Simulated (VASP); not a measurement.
# SiC (I-4m2) in VASP: a series of runs

Runs on SiC. Level: HSE06. Tasks: single point.

Everything below comes from runs of VASP 6.6.1. Logs are shortened: lines on timing, memory, paths and dates and some standing lists are left out, and cuts for length are marked.

## Step 1: The cell of the first run

It takes space group I-4m2 (No. 119, tetragonal). The conventional cell has a = 3.080 Å, b = 3.080 Å, c = 4.443 Å, α = 90.00°, β = 90.00°, γ = 90.00°. Si (site symmetry -4m2) has 4 C at 1.90 Å within 2.5 Å. Within 2.5 Å of C (site symmetry -4m2) lie 4 Si at 1.90 Å.

## Step 2: Single point, HSE06 (uniaxial z strain +2.0%)

POSCAR

```
SiC
1.0
    0.0000000000      2.1780523510      2.2216133981
    2.1780523510      0.0000000000      2.2216133981
    2.1780523510      2.1780523510      0.0000000000
Si C
1 1
Direct
    0.0000000000      0.0000000000      0.0000000000
    0.2500000000      0.2500000000      0.2500000000
```

INCAR.step1

```
  ALGO = Normal
  EDIFF = 1E-5
  ENCUT = 520
  GGA = PE
  ISIF = 2
  ISMEAR = 0
  LASPH = T
  LCHARG = F
  LREAL = F
  LWAVE = T
  NBANDS = 11
  NELM = 60
  PREC = Accurate
  SIGMA = 0.01
```

INCAR.step2

```
  ALGO = Normal
  EDIFF = 1E-6
  ENCUT = 520
  GGA = PE
  HFSCREEN = 0.2079
  ISIF = 2
  ISMEAR = 0
  ISTART = 1
  LASPH = T
  LCHARG = F
  LHFCALC = T
  LREAL = F
  LWAVE = F
  NBANDS = 11
  NELM = 60
  PREC = Accurate
  PRECFOCK = Normal
  SIGMA = 0.01
```

KPOINTS

```
k-points
0
Gamma
  8 8 8
```

Potentials or basis: VASP PAW PBE potentials, release 64 (Si, C).

Started as:

```bash
cat potpaw_PBE.64/Si/POTCAR potpaw_PBE.64/C/POTCAR > POTCAR
cp INCAR.step1 INCAR
mpirun -np 1 vasp_std > vasp.out
cp INCAR.step2 INCAR
mpirun -np 1 vasp_std > vasp.out
```

OUTCAR:

```text
EDIFF = 1E-6
   ENCUT = 520
   GGA = PE
   HFSCREEN = 0.2079
   ISIF = 2
   ISMEAR = 0
   ISTART = 1
   LASPH = T
   LHFCALC = T
   LREAL = F
   NELM = 60
   PREC = Accurate
   PRECFOCK = Normal

 ion  position               nearest neighbor table
   1  0.000  0.000  0.000-   2 1.90   2 1.90   2 1.90   2 1.90
   2  0.250  0.250  0.250-   1 1.90   1 1.90   1 1.90   1 1.90

  LATTYP: Found a body centered tetragonal cell.
 ALAT       =     3.0802311743
 C/A-ratio  =     1.4424978337

  Lattice vectors:

 A1 = (  -2.1780523510,   0.0000000000,   2.2216133981)
 A2 = (   2.1780523510,   0.0000000000,   2.2216133981)
 A3 = (   0.0000000000,   2.1780523510,  -2.2216133981)

Analysis of symmetry for initial positions (statically):
=====================================================================
 Subroutine PRICEL returns:
 Original cell was already a primitive cell.

 Routine SETGRP: Setting up the symmetry group for a
 body centered tetragonal supercell.

 Subroutine GETGRP returns: Found  8 space group operations
 (whereof  8 operations were pure point group operations)
 out of a pool of 16 trial point group operations.

The static configuration has the point symmetry D_2d.

Analysis of symmetry for dynamics (positions and initial velocities):
=====================================================================
 Subroutine PRICEL returns:
 Original cell was already a primitive cell.

 Routine SETGRP: Setting up the symmetry group for a
 body centered tetragonal supercell.

 Subroutine GETGRP returns: Found  8 space group operations
 (whereof  8 operations were pure point group operations)
 out of a pool of 16 trial point group operations.

The dynamic configuration has the point symmetry D_2d.

 Subroutine INISYM returns: Found  8 space group operations
 (whereof  8 operations are pure point group operations),
 and found     1 'primitive' translations

----------------------------------------------------------------------------------------

                                     Primitive cell

  volume of cell :      21.0783

  direct lattice vectors                    reciprocal lattice vectors
     0.000000000  2.178052351  2.221613398    -0.229562894  0.229562894  0.225061660
     2.178052351  0.000000000  2.221613398     0.229562894 -0.229562894  0.225061660
     2.178052351  2.178052351  0.000000000     0.229562894  0.229562894 -0.225061660

  length of vectors
     3.111185969  3.111185969  3.080231174     0.395032904  0.395032904  0.395032904

  position of ions in fractional coordinates (direct lattice)
     0.000000000  0.000000000  0.000000000
     0.250000000  0.250000000  0.250000000

  ion indices of the primitive-cell ions
   primitive index   ion index
                 1           1
                 2           2

----------------------------------------------------------------------------------------

 KPOINTS: k-points

Automatic generation of k-mesh.
 Grid dimensions read from file:
 generate k-points for:    8    8    8

 Generating k-lattice:

  Cartesian coordinates                     Fractional coordinates (reciprocal lattice)
    -0.028695362  0.028695362  0.028132708     0.125000000  0.000000000  0.000000000
     0.028695362 -0.028695362  0.028132708     0.000000000  0.125000000  0.000000000
     0.028695362  0.028695362 -0.028132708     0.000000000  0.000000000  0.125000000

  Length of vectors
     0.049379113  0.049379113  0.049379113

  Shift w.r.t. Gamma in fractional coordinates (k-lattice)
     0.000000000  0.000000000  0.000000000

 Subroutine IBZKPT returns following result:
 ===========================================

 Found     59 irreducible k-points:

 Following reciprocal coordinates:
            Coordinates               Weight
  0.000000  0.000000  0.000000      1.000000
  0.125000  0.000000  0.000000      8.000000
  0.250000  0.000000  0.000000      8.000000
  0.375000  0.000000  0.000000      8.000000
  0.500000  0.000000  0.000000      4.000000
  0.125000  0.125000  0.000000      2.000000
[... 16 lines left out ...]
  0.250000  0.000000  0.125000     16.000000
  0.375000  0.000000  0.125000     16.000000
 [... further k-points ...]
   k-points           NKPTS =     59   k-points in BZ     NKDIM =    512   number of bands    NBANDS=     11
   number of dos      NEDOS =    301   number of ions     NIONS =      2
   total plane-waves  NPLWV =  13824
   dimension x,y,z NGX =    24 NGY =   24 NGZ =   24
   dimension x,y,z NGXF=    48 NGYF=   48 NGZF=   48
   ions per type =               1   1
   NGX,Y,Z   is equivalent  to a cutoff of  12.82, 12.82, 12.95 a.u.
   NGXF,Y,Z  is equivalent  to a cutoff of  25.65, 25.65, 25.91 a.u.
 SYSTEM =  unknown system
   PREC   = accura    normal or accurate (medium, high low for compatibility)
   ISTART =      1    job   : 0-new  1-cont  2-samecut
   ICHARG =      0    charge: 1-file 2-atom 10-const
   ISPIN  =      1    spin polarized calculation?
   LNONCOLLINEAR =      F non collinear calculations
   LSORBIT =      F    spin-orbit coupling
   LASPH  =      T    aspherical Exc in radial PAW
   ENCUT  =  520.0 eV  38.22 Ry    6.18 a.u.   5.78  5.78  5.73*2*pi/ulx,y,z
   NELM   =     60;   NELMIN=  2; NELMDL=  0     # of ELM steps
   EDIFF  = 0.1E-05   stopping-criterion for ELM
   LREAL  =      F    real-space projection
   EDIFFG = 0.1E-04   stopping-criterion for IOM
   NSW    =      0    number of steps for IOM
   IBRION =     -1    ionic relax: 0-MD 1-quasi-New 2-CG
   NFREE  =      0    steps in history (QN), initial steepest desc. (CG)
   ISIF   =      2    stress and relaxation
   ISYM   =      3    0-nonsym 1-usesym 2-fastsym
   POTIM  = 0.5000    time-step for ionic-motion
   TEBEG  =    0.0;   TEEND  =   0.0 temperature during run
   PSTRESS=    0.0 pullay stress
   NELECT =       8.0000    total number of electrons
   NUPDOWN=      -1.0000    fix difference up-down
   EMIN   =  10.00;   EMAX   =-10.00  energy-range for DOS
   EFERMI =   0.00;   METHOD = LEGACY
   ISMEAR =     0;   SIGMA  =   0.01  broadening in eV -4-tet -1-fermi 0-gaus
   EFERMI_NEDOS =   21; number of points for ismear=-14 and -15
   IALGO  =     38    algorithm
   IMIX   =      1    mixing-type and parameters
     AMIX     =   0.40;   BMIX     =  1.00
     AMIX_MAG =   1.60;   BMIX_MAG =  1.00
  volume/ion in A,a.u.               =      10.54        71.12
  Fermi-wavevector in a.u.,A,eV,Ry     =   1.185295  2.239883 19.115155  1.404924
  Thomas-Fermi vector in A             =   2.321492
   LORBIT       =      0    0 simple, 1 ext, 2 COOP (PROOUT), +10 PAW based schemes
   GGA     = PE    functional components
   LHFCALC =     T    Hartree Fock is set to
   PRECFOCK=normal    Normal, Fast or Accurate (Low or Medium for compatibility)
   ENCUT4O =  -1.0   cutoff for four orbital integrals eV
   NKREDX  =     1    reduce k-point grid by
   NKREDY  =     1    reduce k-point grid by
   NKREDZ  =     1    reduce k-point grid by
   AEXX    =    0.2500 exact exchange contribution
   HFSCREEN=    0.2079 screening length (either q_TF or 0.3 A-1)
   HFSCREENC=   0.2079 screening length for correlation (either q_TF or 0.3 A-1)
   ENCUTFOCK=  -1.0 apply spherical cutoff to Coloumb kernel
   IVDW    =     0    specifies the selected vdW correction
   LEPSILON=     F    determine dielectric tensor
   LRPA    =     F    only Hartree local field effects (RPA)
 non-spin polarized calculation
 Gauss-broadening in eV      SIGMA  =   0.01
  energy-cutoff  :      520.00
  volume of cell :       21.08
 maximum number of plane-waves:       588
  NGX = 18; NGY = 18; NGZ = 18

 number of electron       8.0000001 magnetization

 Free energy of the ion-electron system (eV)
  ---------------------------------------------------
  ext. energy  EPLUGINS =         0.00000000
  ---------------------------------------------------
  free energy    TOTEN  =       -17.40918546 eV

  energy without entropy =      -17.40918546  energy(sigma->0) =      -17.40918546

 E-fermi :   7.3987     XC(G=0):  -9.2957

 val. band max:        7.3407444258   @ k =   0.0000   0.0000   0.0000
 cond. band min:       9.4755467526   @ k =   0.5000   0.0000   0.5000
 fundamental gap:      2.1348023267
 Fermi energy:         7.3986639147

 k-point     1 :       0.0000    0.0000    0.0000
  band No.  band energies     occupation
      1      -9.5424      2.00000
      2       7.1978      2.00000
      3       7.3407      2.00000
      4       7.3407      2.00000
      5      14.5893      0.00000
      6      15.7226      0.00000
      7      15.7226      0.00000
      8      15.7761      0.00000
      9      22.9202      0.00000
     10      23.5657      0.00000
     11      24.9664      0.00000

 k-point     2 :       0.1250    0.0000    0.0000
  band No.  band energies     occupation
      1      -9.2160      2.00000
      2       5.6882      2.00000
      3       7.0154      2.00000
      4       7.1379      2.00000
      5      14.8392      0.00000
      6      16.0975      0.00000
      7      16.1202      0.00000
      8      16.3418      0.00000
      9      21.7139      0.00000
     10      22.1845      0.00000
     11      24.6791      0.00000

 k-point     3 :       0.2500    0.0000    0.0000
  band No.  band energies     occupation
      1      -8.2627      2.00000
      2       2.6258      2.00000
      3       6.5405      2.00000
      4       6.7252      2.00000
      5      14.3131      0.00000
      6      16.3180      0.00000
      7      16.4898      0.00000
      8      17.9979      0.00000
      9      21.7251      0.00000
     10      21.8422      0.00000
     11      23.7375      0.00000
[... 267 lines left out ...]
 k-point    23 :       0.2500    0.0000    0.1250
  band No.  band energies     occupation
      1      -8.3505      2.00000
      2       3.6839      2.00000
      3       5.8983      2.00000
      4       6.2573      2.00000
      5      14.0339      0.00000
      6      16.0845      0.00000
      7      17.1970      0.00000
      8      17.6682      0.00000
      9      20.3342      0.00000
     10      23.5554      0.00000
     11      25.7650      0.00000

 k-point    24 :       0.3750    0.0000    0.1250
  band No.  band energies     occupation
      1      -7.0486      2.00000
      2       0.7356      2.00000
      3       5.5192      2.00000
      4       5.6856      2.00000
      5      13.7093      0.00000
      6      16.1083      0.00000
      7      17.3131      0.00000
      8      17.9968      0.00000
      9      21.8443      0.00000
     10      25.0694      0.00000
     11      25.6416      0.00000

 [... further k-points ...]

------------------------ aborting loop because EDIFF is reached ----------------------------------------

  FORCE on cell =-STRESS in cart. coord.  units (eV):
  Direction    XX          YY          ZZ          XY          YZ          ZX
  --------------------------------------------------------------------------------------
  -------------------------------------------------------------------------------------
  Total       -0.5221631     -0.5221631     -1.2709495      0.0000000      0.0000000      0.0000000
  in kB      -39.6900492    -39.6900492    -96.6059280      0.0000000      0.0000000      0.0000000
  external PRESSURE =     -58.6620088 kB  Pullay stress =       0.0000000 kB

 VOLUME and BASIS-vectors are now :
 -----------------------------------------------------------------------------
  energy-cutoff  :      520.00
  volume of cell :       21.08
      direct lattice vectors                 reciprocal lattice vectors
     0.000000000  2.178052351  2.221613398    -0.229562894  0.229562894  0.225061660
     2.178052351  0.000000000  2.221613398     0.229562894 -0.229562894  0.225061660
     2.178052351  2.178052351  0.000000000     0.229562894  0.229562894 -0.225061660

 POSITION                                       TOTAL-FORCE (eV/Angst)
 -----------------------------------------------------------------------------------
      0.00000      0.00000      0.00000         0.000000      0.000000      0.000000
      1.08903      1.08903      1.11081        -0.000000     -0.000000      0.000000
 -----------------------------------------------------------------------------------
    total drift:                                0.000000      0.000000      0.000000

  FREE ENERGIE OF THE ION-ELECTRON SYSTEM (eV)
  ---------------------------------------------------
  free  energy   TOTEN  =       -17.4091854602 eV

  energy  without entropy=      -17.4091854602  energy(sigma->0) =      -17.40918546
```

It used 2300 s of CPU time on 1 thread of Intel(R) Xeon(R) Platinum 8488C (Sapphire Rapids) (shared host).

What came out:

| Quantity | Value |
| --- | --- |
| Free energy | -17.4092 eV |
| Pressure | -5.9 GPa |
| Band gap on the k mesh | 2.13 eV (least direct gap 5.68 eV) |

Caveat: the cell differs from its parent crystal (uniaxial z strain +2.0%); the stress differs along the axes, from -10 to -4 GPa; the PAW data sets were made with another functional, which shifts forces and pressure a little. A k mesh can miss the band edges.

[end of part 1 of 2]
